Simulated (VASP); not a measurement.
Here is a VASP 6.6.1 calculation.

The input INCAR:

```
SYSTEM = MnF2
  PREC = Accurate
  ENCUT = 520
  EDIFF = 1E-7
  ISMEAR = 0
  SIGMA = 0.05
  LREAL = .False.
  LASPH = .True.
  NELM = 150
  ALGO = Normal
  ISIF = 2
  LWAVE = .False.
  LCHARG = .False.
  ISPIN = 2
  MAGMOM = 5 5 0 0 0 0
  LORBIT = 11
  LMAXMIX = 4
  LDAU = .True.
  LDAUTYPE = 2
  LDAUL = 2 -1
  LDAUU = 4 0
  LDAUJ = 0 0
  LDAUPRINT = 1
  NBANDS = 40
```

KPOINTS

```
Automatic mesh
0
Gamma
  4 4 6
  0 0 0
```

POSCAR

```
MnF2
1.0
    4.8733996600      0.0000000000      0.0000000000
    0.0000000000      4.8733996600      0.0000000000
    0.0000000000      0.0000000000      3.3098997700
Mn F
2 4
Direct
    0.0000000000      0.0000000000      0.0000000000
    0.5000000000      0.5000000000      0.5000000000
    0.3050000000      0.3050000000      0.0000000000
    0.1950000000      0.8050000000      0.5000000000
    0.6950000000      0.6950000000      0.0000000000
    0.8050000000      0.1950000000      0.5000000000
```

Potentials or basis: VASP PAW LDA potentials, release 64 (Mn_pv, F).

Run with:

```bash
$ cat potpaw_LDA.64/Mn_pv/POTCAR potpaw_LDA.64/F/POTCAR > POTCAR
$ mpirun -np 1 vasp_std > vasp.out
```

Task: Predict the band gap on the k mesh.

Result: 2.11 eV.

Task: What does it give for the largest force?

Result: 0.047 eV/Å.

Eigenvalues of the final occupation matrices:
```csv
site,spin,trace,eigenvalues
site 1 d,1,4.80,0.94 0.95 0.95 0.98 0.98
site 1 d,2,0.17,0.01 0.01 0.02 0.06 0.07
site 2 d,1,4.80,0.94 0.95 0.95 0.98 0.98
site 2 d,2,0.17,0.01 0.01 0.02 0.06 0.07
```

Caveat: the cell stands under tension; the run started ferromagnetic, and an antiferromagnetic order may lie lower in energy. The state reached can hang on the start; a lower one may exist.
